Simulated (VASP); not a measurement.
## Ti: single point with PBEsol

Ti:

```
Ti
1.0
    -1.64100    1.64100    1.59177
     1.64100   -1.64100    1.59177
     1.64100    1.64100   -1.59177
Ti
1
Direct
  0.00000 0.00000 0.00000
```

This cell differs from its parent crystal: strain +0.000 along x and y, -0.030 along z.

```json
{
  "Program": "VASP 6.6.1",
  "Task": "single point",
  "Functional": "PBEsol",
  "Potentials or basis": "VASP PAW PBE potentials, release 64 (Ti_sv)",
  "Cutoff": "520 eV",
  "k mesh": "20 × 20 × 20",
  "Occupations": "gaussian, width 0.15 eV",
  "Spin": "no spin polarisation"
}
```

* Pressure: -4.0 GPa
* Band gap on the k mesh: zero (bands 6 and 7 overlap by 1.63 eV)

Stress tensor (GPa, compression positive):
```
-3.76  0.00  0.00
 0.00 -3.76  0.00
 0.00  0.00 -4.62
```

Levels at points of the mesh, in eV from the Fermi level:
| k point | band 2 | band 3 | band 4 | band 5 | band 6 | band 7 | band 8 | band 9 | band 10 | band 11 |
| --- | --- | --- | --- | --- | --- | --- | --- | --- | --- | --- |
| (0.00, 0.00, 0.00) | -32.21 | -32.21 | -32.21 | -5.98 | 0.85 | 1.07 | 1.07 | 2.65 | 2.92 | 17.33 |
| (0.50, 0.00, 0.00) | -32.92 | -32.44 | -32.22 | -2.49 | -0.51 | 1.26 | 2.82 | 3.22 | 4.36 | 9.00 |
| (0.50, 0.50, 0.00) | -32.92 | -32.42 | -32.20 | -2.49 | -0.24 | 1.05 | 2.61 | 3.07 | 4.33 | 8.77 |
| (0.50, 0.50, 0.50) | -32.71 | -32.71 | -32.67 | -2.19 | -2.11 | 3.98 | 3.98 | 4.04 | 8.17 | 8.17 |

Wall time 67 s on 1 thread of Intel(R) Xeon(R) 6975P-C (Granite Rapids), on a shared host, peak memory 0.24 GiB.

Caveat: the cell differs from its parent crystal (strain +0.000 along x and y, -0.030 along z); the cell stands under tension; the PAW data sets were made with another functional, which shifts forces and pressure a little.
